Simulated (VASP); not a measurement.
# Al in VASP: relaxation of the atoms with PBEsol

Aim: the relaxation of the atoms of Al with PBEsol.

Program: VASP 6.6.1. These are calculated values, not measurements. Logs are shortened: lines on timing, memory, paths and dates and some standing lists are left out, and cuts for length are marked.

### 1 The cell of the first run

The cell holds a slab with vacuum, 5 atoms: a = 2.839 Å, b = 2.839 Å, c = 24.031 Å, α = 90.00°, β = 90.00°, γ = 90.00°.

### 2 Relaxation of the atoms, PBEsol

Contents of INCAR:

```
PREC = Accurate ; ENCUT = 520
EDIFF = 1E-7 ; ISMEAR = -1
SIGMA = 0.08 ; LREAL = F
LASPH = T ; NELM = 100
ALGO = Normal ; ISIF = 2
LWAVE = F ; LCHARG = F
LDIPOL = T ; IDIPOL = 3
DIPOL = 0.5 0.5 0.500 ; GGA = PS
IBRION = 2 ; NSW = 32
EDIFFG = -0.01
```

Contents of KPOINTS:

```
regular mesh
0
Gamma
  14 14 1
```

Contents of POSCAR:

```
Al
1.0
    2.8394494519      0.0000000000      0.0000000000
    0.0000000000      2.8394494519      0.0000000000
    0.0000000000      0.0000000000     24.0312000000
Al
5
Direct
    0.0000000000      0.0000000000      0.3302306759
    0.5000000000      0.5000000000      0.4149406378
    0.0000000000      0.0000000000      0.4999999975
    0.5000000000      0.5000000000      0.5850593614
    0.0000000000      0.0000000000      0.6697693273
```

Potentials or basis: VASP PAW PBE potentials, release 64 (Al).

The run is started by

```bash
$ cat potpaw_PBE.64/Al/POTCAR > POTCAR
$ mpirun -np 1 vasp_std > vasp.out
```

OUTCAR:

```text
PREC = Accurate
   ENCUT = 520
   EDIFF = 1E-7
   ISMEAR = -1
   LREAL = F
   LASPH = T
   NELM = 100
   ISIF = 2
   GGA = PS
   IBRION = 2
   NSW = 32
   EDIFFG = -0.01

 ion  position               nearest neighbor table
   1  0.000  0.000  0.330-   2 2.86   2 2.86   2 2.86   2 2.86
   2  0.500  0.500  0.415-   1 2.86   1 2.86   1 2.86   1 2.86   3 2.87   3 2.87   3 2.87   3 2.87

   3  0.000  0.000  0.500-   2 2.87   2 2.87   2 2.87   2 2.87   4 2.87   4 2.87   4 2.87   4 2.87

   4  0.500  0.500  0.585-   5 2.86   5 2.86   5 2.86   5 2.86   3 2.87   3 2.87   3 2.87   3 2.87

   5  0.000  0.000  0.670-   4 2.86   4 2.86   4 2.86   4 2.86

  LATTYP: Found a simple tetragonal cell.
 ALAT       =     2.8394494519
 C/A-ratio  =     8.4633307995

  Lattice vectors:

 A1 = (   2.8394494519,   0.0000000000,   0.0000000000)
 A2 = (   0.0000000000,   2.8394494519,   0.0000000000)
 A3 = (   0.0000000000,   0.0000000000,  24.0312000000)

Analysis of symmetry for initial positions (statically):
=====================================================================
 Subroutine PRICEL returns:
 Original cell was already a primitive cell.

 Routine SETGRP: Setting up the symmetry group for a
 simple tetragonal supercell.

 Subroutine GETGRP returns: Found 16 space group operations
 (whereof 16 operations were pure point group operations)
 out of a pool of 16 trial point group operations.

The static configuration has the point symmetry D_4h.

Analysis of symmetry for dynamics (positions and initial velocities):
=====================================================================
 Subroutine PRICEL returns:
 Original cell was already a primitive cell.

 Routine SETGRP: Setting up the symmetry group for a
 simple tetragonal supercell.

 Subroutine GETGRP returns: Found 16 space group operations
 (whereof 16 operations were pure point group operations)
 out of a pool of 16 trial point group operations.

The dynamic configuration has the point symmetry D_4h.

 Subroutine INISYM returns: Found 16 space group operations
 (whereof 16 operations are pure point group operations),
 and found     1 'primitive' translations

----------------------------------------------------------------------------------------

                                     Primitive cell

  volume of cell :     193.7509

  direct lattice vectors                    reciprocal lattice vectors
     2.839449452  0.000000000  0.000000000     0.352180948  0.000000000  0.000000000
     0.000000000  2.839449452  0.000000000     0.000000000  0.352180948  0.000000000
     0.000000000  0.000000000 24.031200000     0.000000000  0.000000000  0.041612570

  length of vectors
     2.839449452  2.839449452 24.031200000     0.352180948  0.352180948  0.041612570

  position of ions in fractional coordinates (direct lattice)
     0.000000000  0.000000000  0.330230676
     0.500000000  0.500000000  0.414940638
     0.000000000  0.000000000  0.499999997
     0.500000000  0.500000000  0.585059361
     0.000000000  0.000000000  0.669769327

  ion indices of the primitive-cell ions
   primitive index   ion index
                 1           1
                 2           2
                 3           3
                 4           4
                 5           5

----------------------------------------------------------------------------------------

 KPOINTS: regular mesh

Automatic generation of k-mesh.
 Grid dimensions read from file:
 generate k-points for:   14   14    1

 Generating k-lattice:

  Cartesian coordinates                     Fractional coordinates (reciprocal lattice)
     0.025155782  0.000000000  0.000000000     0.071428571  0.000000000  0.000000000
     0.000000000  0.025155782  0.000000000     0.000000000  0.071428571  0.000000000
     0.000000000  0.000000000  0.041612570     0.000000000  0.000000000  1.000000000

  Length of vectors
     0.025155782  0.025155782  0.041612570

  Shift w.r.t. Gamma in fractional coordinates (k-lattice)
     0.000000000  0.000000000  0.000000000

 Subroutine IBZKPT returns following result:
 ===========================================

 Found     36 irreducible k-points:

 Following reciprocal coordinates:
            Coordinates               Weight
  0.000000  0.000000  0.000000      1.000000
  0.071429  0.000000  0.000000      4.000000
  0.142857  0.000000  0.000000      4.000000
  0.214286  0.000000  0.000000      4.000000
  0.285714  0.000000  0.000000      4.000000
  0.357143  0.000000  0.000000      4.000000
[... 16 lines left out ...]
  0.285714  0.214286  0.000000      8.000000
  0.357143  0.214286  0.000000      8.000000
 [... further k-points ...]
   k-points           NKPTS =     36   k-points in BZ     NKDIM =     36   number of bands    NBANDS=     11
   number of dos      NEDOS =    301   number of ions     NIONS =      5
   total plane-waves  NPLWV = 103680
   dimension x,y,z NGX =    24 NGY =   24 NGZ =  180
   dimension x,y,z NGXF=    48 NGYF=   48 NGZF=  360
   ions per type =               5
   NGX,Y,Z   is equivalent  to a cutoff of  14.05, 14.05, 12.45 a.u.
   NGXF,Y,Z  is equivalent  to a cutoff of  28.10, 28.10, 24.90 a.u.
 SYSTEM =  unknown system
   PREC   = accura    normal or accurate (medium, high low for compatibility)
   ISTART =      0    job   : 0-new  1-cont  2-samecut
   ICHARG =      2    charge: 1-file 2-atom 10-const
   ISPIN  =      1    spin polarized calculation?
   LNONCOLLINEAR =      F non collinear calculations
   LSORBIT =      F    spin-orbit coupling
   LASPH  =      T    aspherical Exc in radial PAW
   ENCUT  =  520.0 eV  38.22 Ry    6.18 a.u.   5.28  5.28 44.68*2*pi/ulx,y,z
   NELM   =    100;   NELMIN=  2; NELMDL= -5     # of ELM steps
   EDIFF  = 0.1E-06   stopping-criterion for ELM
   LREAL  =      F    real-space projection
   EDIFFG = -.1E-01   stopping-criterion for IOM
   NSW    =     32    number of steps for IOM
   IBRION =      2    ionic relax: 0-MD 1-quasi-New 2-CG
   NFREE  =      1    steps in history (QN), initial steepest desc. (CG)
   ISIF   =      2    stress and relaxation
   ISYM   =      2    0-nonsym 1-usesym 2-fastsym
   POTIM  = 0.5000    time-step for ionic-motion
   TEBEG  =    0.0;   TEEND  =   0.0 temperature during run
   PSTRESS=    0.0 pullay stress
   NELECT =      15.0000    total number of electrons
   NUPDOWN=      -1.0000    fix difference up-down
   EMIN   =  10.00;   EMAX   =-10.00  energy-range for DOS
   EFERMI =   0.00;   METHOD = LEGACY
   ISMEAR =    -1;   SIGMA  =   0.08  broadening in eV -4-tet -1-fermi 0-gaus
   EFERMI_NEDOS =   21; number of points for ismear=-14 and -15
   IALGO  =     38    algorithm
   IMIX   =      4    mixing-type and parameters
     AMIX     =   0.40;   BMIX     =  1.00
     AMIX_MAG =   1.60;   BMIX_MAG =  1.00
  volume/ion in A,a.u.               =      38.75       261.50
  Fermi-wavevector in a.u.,A,eV,Ry     =   0.697735  1.318528  6.623785  0.486834
  Thomas-Fermi vector in A             =   1.781145
   LORBIT       =      0    0 simple, 1 ext, 2 COOP (PROOUT), +10 PAW based schemes
   GGA     = PS    functional components
   LHFCALC =     F    Hartree Fock is set to
   AEXX    =    0.0000 exact exchange contribution
   IVDW    =     0    specifies the selected vdW correction
   LEPSILON=     F    determine dielectric tensor
   LRPA    =     F    only Hartree local field effects (RPA)
 conjugate gradient relaxation of ions
 non-spin polarized calculation
  energy-cutoff  :      520.00
  volume of cell :      193.75
 maximum number of plane-waves:      5261
 NGX is ok and might be reduce to    24
   NGX = 11   NGY = 11   NGZ = 89

 dipolmoment           0.000000      0.000000     -0.000000 electrons x Angstroem

 number of electron      15.0000000 magnetization

 dipolmoment           0.000000      0.000000      0.000000 electrons x Angstroem

 Free energy of the ion-electron system (eV)
  ---------------------------------------------------
  ext. energy  EPLUGINS =         0.00000000
  ---------------------------------------------------
  free energy    TOTEN  =       -19.39493167 eV

  energy without entropy =      -19.34353722  energy(sigma->0) =      -19.36923445

 E-fermi :   0.9369     XC(G=0):  -5.1576

 val. band max:        0.9284320437   @ k =   0.4286   0.3571   0.0000
 cond. band min:       0.9404398642   @ k =   0.4286   0.2143   0.0000
 fundamental gap:      0.0120078205
 Fermi energy:         0.9368692086

 k-point     1 :       0.0000    0.0000    0.0000
  band No.  band energies     occupation
      1      -9.8860      2.00000
      2      -8.9717      2.00000
      3      -7.5003      2.00000
      4      -5.5429      2.00000
      5      -3.1137      2.00000
      6      -1.2497      2.00000
      7       1.8017      0.00004
      8       3.9681      0.00000
      9       4.9508      0.00000
     10       5.9245      0.00000
     11       6.0233      0.00000

 k-point     2 :       0.0714    0.0000    0.0000
  band No.  band energies     occupation
      1      -9.7926      2.00000
      2      -8.8788      2.00000
      3      -7.4082      2.00000
      4      -5.4516      2.00000
      5      -3.0228      2.00000
      6      -1.1629      2.00000
      7       1.8870      0.00001
      8       4.0539      0.00000
      9       4.9334      0.00000
     10       5.0538      0.00000
     11       5.7516      0.00000

 k-point     3 :       0.1429    0.0000    0.0000
  band No.  band energies     occupation
      1      -9.5126      2.00000
      2      -8.6004      2.00000
      3      -7.1321      2.00000
      4      -5.1783      2.00000
      5      -2.7509      2.00000
      6      -0.9027      2.00000
      7       2.1121      0.00000
      8       2.9859      0.00000
      9       3.7313      0.00000
     10       4.3785      0.00000
     11       5.1484      0.00000

 k-point     4 :       0.2143    0.0000    0.0000
  band No.  band energies     occupation
      1      -9.0473      2.00000
      2      -8.1376      2.00000
      3      -6.6733      2.00000
      4      -4.7239      2.00000
      5      -2.3003      2.00000
      6      -0.4708      2.00000
      7       0.9640      0.83224
      8       1.8359      0.00003
      9       2.6185      0.00000
     10       3.2624      0.00000
     11       4.7643      0.00000

 k-point     5 :       0.2857    0.0000    0.0000
  band No.  band energies     occupation
      1      -8.3984      2.00000
      2      -7.4923      2.00000
      3      -6.0334      2.00000
      4      -4.0907      2.00000
      5      -1.6837      2.00000
      6      -0.8252      2.00000
      7      -0.0023      1.99998
      8       0.1650      1.99987
      9       1.4314      0.00413
     10       3.2494      0.00000
     11       3.3287      0.00000
[... 211 lines left out ...]
 k-point    21 :       0.5000    0.1429    0.0000
  band No.  band energies     occupation
      1      -5.0362      2.00000
      2      -5.0032      2.00000
      3      -4.2034      2.00000
      4      -4.0557      2.00000
      5      -2.7201      2.00000
      6      -2.6762      2.00000
      7      -0.9277      2.00000
      8      -0.6505      2.00000
      9       1.3029      0.02041
     10       1.9771      0.00000
     11       3.0126      0.00000

 k-point    22 :       0.2143    0.2143    0.0000
  band No.  band energies     occupation
      1      -8.2135      2.00000
      2      -7.3084      2.00000
      3      -5.8510      2.00000
      4      -3.9099      2.00000
      5      -1.4934      2.00000
      6       0.3088      1.99922
      7       1.1332      0.15833
      8       1.9739      0.00000
      9       2.5244      0.00000
     10       3.3382      0.00000
     11       3.5055      0.00000

 k-point    23 :       0.2857    0.2143    0.0000
  band No.  band energies     occupation
      1      -7.5686      2.00000
      2      -6.6670      2.00000
      3      -5.2150      2.00000
      4      -3.2807      2.00000
      5      -0.8826      2.00000
      6      -0.1508      2.00000
      7       0.6831      1.91953
      8       0.9213      1.09702
      9       2.0778      0.00000
     10       2.6749      0.00000
     11       3.5832      0.00000

 k-point    24 :       0.3571    0.2143    0.0000
  band No.  band energies     occupation
      1      -6.7440      2.00000
      2      -5.8471      2.00000
      3      -4.4022      2.00000
      4      -2.4778      2.00000
      5      -1.7538      2.00000
      6      -0.8762      2.00000
      7      -0.0844      1.99999
      8       0.5486      1.98451
      9       1.6424      0.00030
     10       2.4707      0.00000
     11       3.3750      0.00000

 [... further k-points ...]

------------------------ aborting loop because EDIFF is reached ----------------------------------------

 vacuum level on the upper side and lower side of the slab       (xc-potential included)        -0.068        -0.068

  FORCE on cell =-STRESS in cart. coord.  units (eV):
  Direction    XX          YY          ZZ          XY          YZ          ZX
  --------------------------------------------------------------------------------------
  -------------------------------------------------------------------------------------
  Total       -2.1274787     -2.1274787      0.0196792      0.0000000      0.0000000      0.0000000
  in kB      -17.5926822    -17.5926822      0.1627325      0.0000000      0.0000000      0.0000000
  external PRESSURE =     -11.6742106 kB  Pullay stress =       0.0000000 kB

 VOLUME and BASIS-vectors are now :
 -----------------------------------------------------------------------------
  energy-cutoff  :      520.00
  volume of cell :      193.75
      direct lattice vectors                 reciprocal lattice vectors
     2.839449452  0.000000000  0.000000000     0.352180948  0.000000000  0.000000000
     0.000000000  2.839449452  0.000000000     0.000000000  0.352180948  0.000000000
     0.000000000  0.000000000 24.031200000     0.000000000  0.000000000  0.041612570

 POSITION                                       TOTAL-FORCE (eV/Angst)
 -----------------------------------------------------------------------------------
      0.00000      0.00000      7.93584         0.000000      0.000000     -0.004535
      1.41972      1.41972      9.97152         0.000000     -0.000000      0.003556
      0.00000      0.00000     12.01560         0.000000     -0.000000      0.000000
      1.41972      1.41972     14.05968         0.000000     -0.000000     -0.003556
      0.00000      0.00000     16.09536         0.000000      0.000000      0.004535
 -----------------------------------------------------------------------------------
    total drift:                               -0.000000      0.000000      0.000000

  FREE ENERGIE OF THE ION-ELECTRON SYSTEM (eV)
  ---------------------------------------------------
  free  energy   TOTEN  =       -19.3949316697 eV

  energy  without entropy=      -19.3435372244  energy(sigma->0) =      -19.36923445

 reached required accuracy - stopping structural energy minimisation

 vacuum level on the upper side and lower side of the slab         5.212         5.212
```

Wall time 99 s (1 thread of Intel Xeon Platinum 8259CL at 2.50GHz (Skylake/Cascade Lake), shared host); peak memory 0.31 GiB.

What came out:

| Item | Value |
| --- | --- |
| Free energy | -19.3949 eV |
| Largest force after relaxing | 0.005 eV/Å |
| Band gap on the k mesh | zero (an odd number of electrons rules out a gap without spin polarisation) |

Forces on the atoms (eV/Å):
```
Al   0.000  0.000 -0.005
Al   0.000  0.000  0.004
Al   0.000  0.000  0.000
Al   0.000  0.000 -0.004
Al   0.000  0.000  0.005
```

Final structure:
```
Al
1.0
     2.83945    0.00000    0.00000
     0.00000    2.83945    0.00000
     0.00000    0.00000   24.03120
Al
5
Cartesian
  0.0000 0.0000 7.9358
  1.4197 1.4197 9.9715
  0.0000 0.0000 12.0156
  1.4197 1.4197 14.0597
  0.0000 0.0000 16.0954
```

Caveat: the relaxation stopped at its first step, so nothing moved; the PAW data sets were made with another functional, which shifts forces and pressure a little.
